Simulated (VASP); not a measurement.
# GePt2 (P-62m) in VASP: a series of runs

Runs on GePt2. Level: r2SCAN. Tasks: single point.

Program: VASP 6.6.1. These are calculated values, not measurements. Logs are shortened: lines on timing, memory, paths and dates and some standing lists are left out, and cuts for length are marked.

**1. The cell of the first run**

Symmetry: P-62m, No. 189, hexagonal system. Conventional cell: a = 6.220 Å, b = 6.220 Å, c = 3.557 Å, α = 90.00°, β = 90.00°, γ = 120.00°. Ge (site symmetry -6) has 9 Pt at 2.25 to 2.64 Å within 3.0 Å. Ge (site symmetry -62m) has 9 Pt at 2.35 to 2.50 Å within 3.1 Å. Within 3.1 Å of Pt (site symmetry m2m) lie 5 Ge at 2.35 to 2.64 Å and 6 Pt at 2.76 to 2.77 Å. Pt (site symmetry m2m) has 4 Ge at 2.25 to 2.50 Å and 8 Pt at 2.76 to 3.04 Å within 3.1 Å.

**2. Single point, r2SCAN (strain -0.0750 x Voigt [1, 1, 0, 0, 0, 0])**

Contents of POSCAR:

```
GePt2
1.0
    6.2197711168      0.0000000000      0.0000000000
   -3.1098855584      5.3864797929      0.0000000000
    0.0000000000      0.0000000000      3.5568102722
Ge Pt
3 6
Direct
    0.6666666667      0.3333333333      0.0000000000
    0.3333333333      0.6666666667      0.0000000000
    0.0000000000      0.0000000000      0.5000000000
    0.6215256349      0.0000000000      0.5000000000
    0.3784743651      0.3784743651      0.5000000000
    0.0000000000      0.6215256349      0.5000000000
    0.0000000000      0.2825199545      0.0000000000
    0.7174800455      0.7174800455      0.0000000000
    0.2825199545      0.0000000000      0.0000000000
```

Contents of INCAR.step1:

```
PREC     = Accurate       # precision mode
ENCUT    = 520            # plane-wave cutoff, eV
ISMEAR   = 0              # smearing method
SIGMA    = 0.15           # smearing width, eV
LREAL    = F              # projectors in reciprocal space
LASPH    = T              # aspherical terms in the spheres
NELM     = 80             # most SCF steps
NBANDS   = 61             # bands
GGA      = PE             # functional
ALGO     = Normal         # electronic algorithm
EDIFF    = 1E-4           # SCF threshold, eV
LWAVE    = T              # write WAVECAR
LCHARG   = F              # write CHGCAR
```

Contents of INCAR.step2:

```
PREC     = Accurate       # precision mode
ENCUT    = 520            # plane-wave cutoff, eV
EDIFF    = 1E-6           # SCF threshold, eV
ISMEAR   = 0              # smearing method
SIGMA    = 0.15           # smearing width, eV
LREAL    = F              # projectors in reciprocal space
LASPH    = T              # aspherical terms in the spheres
NELM     = 80             # most SCF steps
ALGO     = Normal         # electronic algorithm
ISIF     = 2              # what is computed and relaxed
LWAVE    = F              # write WAVECAR
LCHARG   = F              # write CHGCAR
METAGGA  = R2SCAN         # meta-GGA
LMIXTAU  = T            
NBANDS   = 61             # bands
ISTART   = 1
```

Contents of KPOINTS:

```
regular mesh
0
Gamma
  6 6 12
```

Potentials or basis: VASP PAW PBE potentials, release 64 (Ge_d, Pt).

Command:

```bash
$ cat potpaw_PBE.64/Ge_d/POTCAR potpaw_PBE.64/Pt/POTCAR > POTCAR
$ cp INCAR.step1 INCAR
$ mpirun -np 1 vasp_std > vasp.out
$ cp INCAR.step2 INCAR
$ mpirun -np 1 vasp_std > vasp.out
```

OUTCAR:

```text
PREC = Accurate
   ENCUT = 520
   EDIFF = 1E-6
   ISMEAR = 0
   LREAL = F
   LASPH = T
   NELM = 80
   ISIF = 2
   METAGGA = R2SCAN
   ISTART = 1

 ion  position               nearest neighbor table
   1  0.667  0.333  0.000-   7 2.25   9 2.25   8 2.25   4 2.64   4 2.64   6 2.64   6 2.64   5 2.64
                             5 2.64
   2  0.333  0.667  0.000-   9 2.25   7 2.25   8 2.25   6 2.64   6 2.64   4 2.64   4 2.64   5 2.64
                             5 2.64
   3  0.000  0.000  0.500-   4 2.35   5 2.35   6 2.35   9 2.50   9 2.50   7 2.50   7 2.50   8 2.50
                             8 2.50
   4  0.622  0.000  0.500-   3 2.35   1 2.64   1 2.64   2 2.64   2 2.64   9 2.76   9 2.76   7 2.77
                             7 2.77   8 2.77   8 2.77   5 3.37   6 3.37   5 3.37   6 3.37
   5  0.378  0.378  0.500-   3 2.35   1 2.64   1 2.64   2 2.64   2 2.64   8 2.76   8 2.76   7 2.77
                             7 2.77   9 2.77   9 2.77   6 3.37   6 3.37   4 3.37   4 3.37
   6  0.000  0.622  0.500-   3 2.35   2 2.64   2 2.64   1 2.64   1 2.64   7 2.76   7 2.76   8 2.77
                             8 2.77   9 2.77   9 2.77   5 3.37   5 3.37   4 3.37   4 3.37
   7  0.000  0.283  0.000-   1 2.25   2 2.25   3 2.50   3 2.50   6 2.76   6 2.76   5 2.77   5 2.77
                             4 2.77   4 2.77   9 3.04   8 3.04
   8  0.717  0.717  0.000-   2 2.25   1 2.25   3 2.50   3 2.50   5 2.76   5 2.76   6 2.77   6 2.77
                             4 2.77   4 2.77   9 3.04   7 3.04
   9  0.283  0.000  0.000-   2 2.25   1 2.25   3 2.50   3 2.50   4 2.76   4 2.76   5 2.77   6 2.77
                             5 2.77   6 2.77   7 3.04   8 3.04

  LATTYP: Found a hexagonal cell.
 ALAT       =     6.2197711168
 C/A-ratio  =     0.5718554920

  Lattice vectors:

 A1 = (   6.2197711168,   0.0000000000,   0.0000000000)
 A2 = (  -3.1098855584,   5.3864797929,   0.0000000000)
 A3 = (   0.0000000000,   0.0000000000,   3.5568102722)

Analysis of symmetry for initial positions (statically):
=====================================================================
 Subroutine PRICEL returns:
 Original cell was already a primitive cell.

 Routine SETGRP: Setting up the symmetry group for a
 hexagonal supercell.

 Subroutine GETGRP returns: Found 12 space group operations
 (whereof 12 operations were pure point group operations)
 out of a pool of 24 trial point group operations.

The static configuration has the point symmetry D_3h.

Analysis of symmetry for dynamics (positions and initial velocities):
=====================================================================
 Subroutine PRICEL returns:
 Original cell was already a primitive cell.

 Routine SETGRP: Setting up the symmetry group for a
 hexagonal supercell.

 Subroutine GETGRP returns: Found 12 space group operations
 (whereof 12 operations were pure point group operations)
 out of a pool of 24 trial point group operations.

The dynamic configuration has the point symmetry D_3h.

 Subroutine INISYM returns: Found 12 space group operations
 (whereof 12 operations are pure point group operations),
 and found     1 'primitive' translations

----------------------------------------------------------------------------------------

                                     Primitive cell

  volume of cell :     119.1626

  direct lattice vectors                    reciprocal lattice vectors
     6.219771117  0.000000000  0.000000000     0.160777620  0.092825002  0.000000000
    -3.109885558  5.386479793  0.000000000     0.000000000  0.185650005  0.000000000
     0.000000000  0.000000000  3.556810272     0.000000000  0.000000000  0.281150785

  length of vectors
     6.219771117  6.219771117  3.556810272     0.185650005  0.185650005  0.281150785

  position of ions in fractional coordinates (direct lattice)
     0.666666667  0.333333333  0.000000000
     0.333333333  0.666666667  0.000000000
     0.000000000  0.000000000  0.500000000
     0.621525635  0.000000000  0.500000000
     0.378474365  0.378474365  0.500000000
     1.000000000  0.621525635  0.500000000
     1.000000000  0.282519955  0.000000000
     0.717480045  0.717480045  0.000000000
     0.282519955  0.000000000  0.000000000

  ion indices of the primitive-cell ions
   primitive index   ion index
                 1           1
                 2           2
                 3           3
                 4           4
                 5           5
                 6           6
                 7           7
                 8           8
                 9           9

----------------------------------------------------------------------------------------

 KPOINTS: regular mesh

Automatic generation of k-mesh.
 Grid dimensions read from file:
 generate k-points for:    6    6   12

 Generating k-lattice:

  Cartesian coordinates                     Fractional coordinates (reciprocal lattice)
     0.026796270  0.015470834  0.000000000     0.166666667 -0.000000000  0.000000000
     0.000000000  0.030941667  0.000000000     0.000000000  0.166666667  0.000000000
     0.000000000  0.000000000  0.023429232     0.000000000  0.000000000  0.083333333

  Length of vectors
     0.030941667  0.030941667  0.023429232

  Shift w.r.t. Gamma in fractional coordinates (k-lattice)
     0.000000000  0.000000000  0.000000000

 Subroutine IBZKPT returns following result:
 ===========================================

 Found     49 irreducible k-points:

 Following reciprocal coordinates:
            Coordinates               Weight
  0.000000  0.000000  0.000000      1.000000
  0.166667 -0.000000  0.000000      6.000000
  0.333333 -0.000000  0.000000      6.000000
  0.500000 -0.000000  0.000000      3.000000
  0.166667  0.166667  0.000000      6.000000
  0.333333  0.166667  0.000000     12.000000
[... 16 lines left out ...]
  0.166667 -0.000000  0.250000     12.000000
  0.333333 -0.000000  0.250000     12.000000
 [... further k-points ...]
   k-points           NKPTS =     49   k-points in BZ     NKDIM =     49   number of bands    NBANDS=     61
   number of dos      NEDOS =    301   number of ions     NIONS =      9
   total plane-waves  NPLWV =  64512
   dimension x,y,z NGX =    48 NGY =   48 NGZ =   28
   dimension x,y,z NGXF=    96 NGYF=   96 NGZF=   56
   ions per type =               3   6
   NGX,Y,Z   is equivalent  to a cutoff of  12.83, 12.83, 13.09 a.u.
   NGXF,Y,Z  is equivalent  to a cutoff of  25.66, 25.66, 26.17 a.u.
 SYSTEM =  unknown system
   PREC   = accura    normal or accurate (medium, high low for compatibility)
   ISTART =      1    job   : 0-new  1-cont  2-samecut
   ICHARG =      0    charge: 1-file 2-atom 10-const
   ISPIN  =      1    spin polarized calculation?
   LNONCOLLINEAR =      F non collinear calculations
   LSORBIT =      F    spin-orbit coupling
   LASPH  =      T    aspherical Exc in radial PAW
   ENCUT  =  520.0 eV  38.22 Ry    6.18 a.u.  11.56 11.56  6.61*2*pi/ulx,y,z
   NELM   =     80;   NELMIN=  2; NELMDL=  0     # of ELM steps
   EDIFF  = 0.1E-05   stopping-criterion for ELM
   LREAL  =      F    real-space projection
   EDIFFG = 0.1E-04   stopping-criterion for IOM
   NSW    =      0    number of steps for IOM
   IBRION =     -1    ionic relax: 0-MD 1-quasi-New 2-CG
   NFREE  =      0    steps in history (QN), initial steepest desc. (CG)
   ISIF   =      2    stress and relaxation
   ISYM   =      2    0-nonsym 1-usesym 2-fastsym
   POTIM  = 0.5000    time-step for ionic-motion
   TEBEG  =    0.0;   TEEND  =   0.0 temperature during run
   PSTRESS=    0.0 pullay stress
   NELECT =     102.0000    total number of electrons
   NUPDOWN=      -1.0000    fix difference up-down
   EMIN   =  10.00;   EMAX   =-10.00  energy-range for DOS
   EFERMI =   0.00;   METHOD = LEGACY
   ISMEAR =     0;   SIGMA  =   0.15  broadening in eV -4-tet -1-fermi 0-gaus
   EFERMI_NEDOS =   21; number of points for ismear=-14 and -15
   IALGO  =     38    algorithm
   IMIX   =      4    mixing-type and parameters
     AMIX     =   0.40;   BMIX     =  1.00
     AMIX_MAG =   1.60;   BMIX_MAG =  1.00
  volume/ion in A,a.u.               =      13.24        89.35
  Fermi-wavevector in a.u.,A,eV,Ry     =   1.554395  2.937381 32.873650  2.416145
  Thomas-Fermi vector in A             =   2.658488
   LORBIT       =      0    0 simple, 1 ext, 2 COOP (PROOUT), +10 PAW based schemes
   METAGGA = R2SCAN    functional components
   LHFCALC =     F    Hartree Fock is set to
   AEXX    =    0.0000 exact exchange contribution
   IVDW    =     0    specifies the selected vdW correction
   LEPSILON=     F    determine dielectric tensor
   LRPA    =     F    only Hartree local field effects (RPA)
 non-spin polarized calculation
 Gauss-broadening in eV      SIGMA  =   0.15
  energy-cutoff  :      520.00
  volume of cell :      119.16
 maximum number of plane-waves:      3247
 NGX is ok and might be reduce to    48
   NGX = 23   NGY = 23   NGZ = 13

 number of electron     101.9999949 magnetization

 Free energy of the ion-electron system (eV)
  ---------------------------------------------------
  ext. energy  EPLUGINS =         0.00000000
  ---------------------------------------------------
  free energy    TOTEN  =      -350.49982129 eV

  energy without entropy =     -350.48345395  energy(sigma->0) =     -350.49163762

 E-fermi :  12.9356     XC(G=0): -15.1625

 val. band max:       12.9095246812   @ k =   0.5000  -0.0000   0.0833
 cond. band min:      12.9635682617   @ k =   0.5000  -0.0000   0.2500
 fundamental gap:      0.0540435805
 Fermi energy:        12.9355585415

 k-point     1 :       0.0000    0.0000    0.0000
  band No.  band energies     occupation
      1     -13.1905      2.00000
      2     -13.1793      2.00000
      3     -13.1793      2.00000
      4     -13.1700      2.00000
      5     -13.1700      2.00000
      6     -13.1383      2.00000
[... 53 lines left out ...]
     60      19.6741      0.00000
     61      20.7239      0.00000

 k-point     2 :       0.1667   -0.0000    0.0000
  band No.  band energies     occupation
      1     -13.1905      2.00000
      2     -13.1794      2.00000
      3     -13.1793      2.00000
      4     -13.1699      2.00000
      5     -13.1696      2.00000
      6     -13.1376      2.00000
[... 53 lines left out ...]
     60      19.6962      0.00000
     61      21.3797      0.00000

 k-point     3 :       0.3333   -0.0000    0.0000
  band No.  band energies     occupation
      1     -13.1905      2.00000
      2     -13.1796      2.00000
      3     -13.1794      2.00000
      4     -13.1698      2.00000
      5     -13.1687      2.00000
      6     -13.1362      2.00000
[... 1333 lines left out ...]
     60      19.0647      0.00000
     61      20.3607      0.00000

 k-point    24 :       0.3333   -0.0000    0.2500
  band No.  band energies     occupation
      1     -13.1822      2.00000
      2     -13.1820      2.00000
      3     -13.1763      2.00000
      4     -13.1685      2.00000
      5     -13.1679      2.00000
      6     -13.1347      2.00000
[... 53 lines left out ...]
     60      20.3123      0.00000
     61      20.4214      0.00000

 [... further k-points ...]
[... 5 lines left out ...]
  --------------------------------------------------------------------------------------
  -------------------------------------------------------------------------------------
  Total       47.2837755     47.2837755     30.6016122      0.0000000      0.0000000      0.0000000
  in kB      635.7444706    635.7444706    411.4478071      0.0000000      0.0000000      0.0000000
  external PRESSURE =     560.9789161 kB  Pullay stress =       0.0000000 kB

 VOLUME and BASIS-vectors are now :
 -----------------------------------------------------------------------------
  energy-cutoff  :      520.00
  volume of cell :      119.16
      direct lattice vectors                 reciprocal lattice vectors
     6.219771117  0.000000000  0.000000000     0.160777620  0.092825002  0.000000000
    -3.109885558  5.386479793  0.000000000     0.000000000  0.185650005  0.000000000
     0.000000000  0.000000000  3.556810272     0.000000000  0.000000000  0.281150785

 POSITION                                       TOTAL-FORCE (eV/Angst)
 -----------------------------------------------------------------------------------
      3.10989      1.79549      0.00000         0.000000      0.000000     -0.000000
     -0.00000      3.59099      0.00000         0.000000      0.000000     -0.000000
      0.00000      0.00000      1.77841         0.000000      0.000000     -0.000000
      3.86575      0.00000      1.77841        -1.041808      0.000000      0.000000
      1.17701      2.03864      1.77841         0.520904      0.902232     -0.000000
     -1.93287      3.34784      1.77841         0.520904     -0.902232     -0.000000
     -0.87860      1.52179      0.00000         0.994929     -1.723267      0.000000
      2.23128      3.86469      0.00000         0.994929      1.723267     -0.000000
      1.75721      0.00000      0.00000        -1.989858      0.000000      0.000000
 -----------------------------------------------------------------------------------
    total drift:                                0.000004      0.000007      0.000000

  FREE ENERGIE OF THE ION-ELECTRON SYSTEM (eV)
  ---------------------------------------------------
  free  energy   TOTEN  =      -350.4998212922 eV

  energy  without entropy=     -350.4834539504  energy(sigma->0) =     -350.49163762
```

It took 8.3 min on 1 thread of Intel Xeon 6975P-C (Granite Rapids), shared host; peak memory 0.44 GiB.

Results:

```yaml
Free_energy: -350.4998 eV
Pressure: 56.1 GPa
Largest_force: 1.990 eV/Å
Band_gap_on_the_k_mesh: zero (bands 51 and 52 overlap by 1.60 eV)
```

Forces in eV/Å, atoms in the order of the input:
```
Ge   0.000  0.000  0.000
Ge   0.000  0.000  0.000
Ge   0.000  0.000  0.000
Pt  -1.042  0.000  0.000
Pt   0.521  0.902  0.000
Pt   0.521 -0.902  0.000
Pt   0.995 -1.723  0.000
Pt   0.995  1.723  0.000
Pt  -1.990  0.000  0.000
```

Caveat: the cell differs from its parent crystal (strain -0.0750 x Voigt [1, 1, 0, 0, 0, 0]); the cell stands under pressure; the PAW data sets were made with another functional, which shifts forces and pressure a little; spin-orbit coupling is left out, which moves the levels of the heavy elements.

**3. Single point, r2SCAN (strain +0.0375 x Voigt [1, 1, 0, 0, 0, 0])**

POSCAR: that of step 2 with these lines changed.

```diff
@@ -2,4 +2,4 @@
 1.0
-    6.2197711168      0.0000000000      0.0000000000
-   -3.1098855584      5.3864797929      0.0000000000
+    6.9762297661      0.0000000000      0.0000000000
+   -3.4881148831      6.0415922001      0.0000000000
     0.0000000000      0.0000000000      3.5568102722
```

Contents of INCAR.step1:

```
ALGO = Normal ; EDIFF = 1E-4
ENCUT = 520 ; GGA = PE
ISMEAR = 0 ; LASPH = True
LCHARG = False ; LREAL = False
LWAVE = True ; NBANDS = 61
NELM = 80 ; PREC = Accurate
SIGMA = 0.15
```

Contents of INCAR.step2:

```
ALGO = Normal ; EDIFF = 1E-7
ENCUT = 520 ; ISIF = 2
ISMEAR = 0 ; ISTART = 1
LASPH = True ; LCHARG = True
LELF = True ; LMIXTAU = True
LREAL = False ; LVHAR = True
LWAVE = False ; METAGGA = R2SCAN
NBANDS = 61 ; NELM = 80
PREC = Accurate ; SIGMA = 0.15
```

Contents of KPOINTS:

```
k-points
0
Gamma
  6 6 12
```

Potentials or basis: VASP PAW PBE potentials, release 64 (Ge_d, Pt).

Command:

```bash
$ cat potpaw_PBE.64/Ge_d/POTCAR potpaw_PBE.64/Pt/POTCAR > POTCAR
$ cp INCAR.step1 INCAR
$ mpirun -np 1 vasp_std > vasp.out
$ cp INCAR.step2 INCAR
$ mpirun -np 1 vasp_std > vasp.out
```

Wall time 54 min (1 thread of Oxide Virtual Turin-like, shared host); peak memory 0.5 GiB.

The run converged. Its results:

```
Free energy            : -353.3754 eV
Pressure               : -13.6 GPa
Largest force          : 0.366 eV/Å
Band gap on the k mesh : zero (bands 51 and 52 overlap by 1.21 eV)
```

Forces in eV/Å, atoms in the order of the input:
```
Ge   0.000  0.000  0.000
Ge   0.000  0.000  0.000
Ge   0.000  0.000  0.000
Pt   0.151  0.000  0.000
Pt  -0.075 -0.131  0.000
Pt  -0.075  0.131  0.000
Pt  -0.183  0.317  0.000
Pt  -0.183 -0.317  0.000
Pt   0.366  0.000  0.000
```

Stress tensor (GPa, compression positive):
```
-15.33   0.00   0.00
  0.00 -15.33   0.00
  0.00   0.00 -10.08
```

Levels at points of the mesh, in eV from the Fermi level:
```csv
k point,band 48,band 49,band 50,band 51,band 52,band 53,band 54,band 55
"(0.00, 0.00, 0.00)",-1.48,-1.23,-1.23,-1.18,-0.93,0.86,2.00,4.81
"(0.50, 0.00, 0.00)",-0.98,-0.98,-0.82,-0.41,0.23,0.95,1.05,3.51
"(0.00, 0.00, 0.50)",-0.63,-0.63,0.14,0.14,0.60,0.86,1.27,1.41
"(0.50, 0.00, 0.50)",-1.27,-1.24,-0.99,-0.96,0.99,1.40,1.98,2.42
```

Caveat: the cell differs from its parent crystal (strain +0.0375 x Voigt [1, 1, 0, 0, 0, 0]); the cell stands under tension; the PAW data sets were made with another functional, which shifts forces and pressure a little; spin-orbit coupling is left out, which moves the levels of the heavy elements.
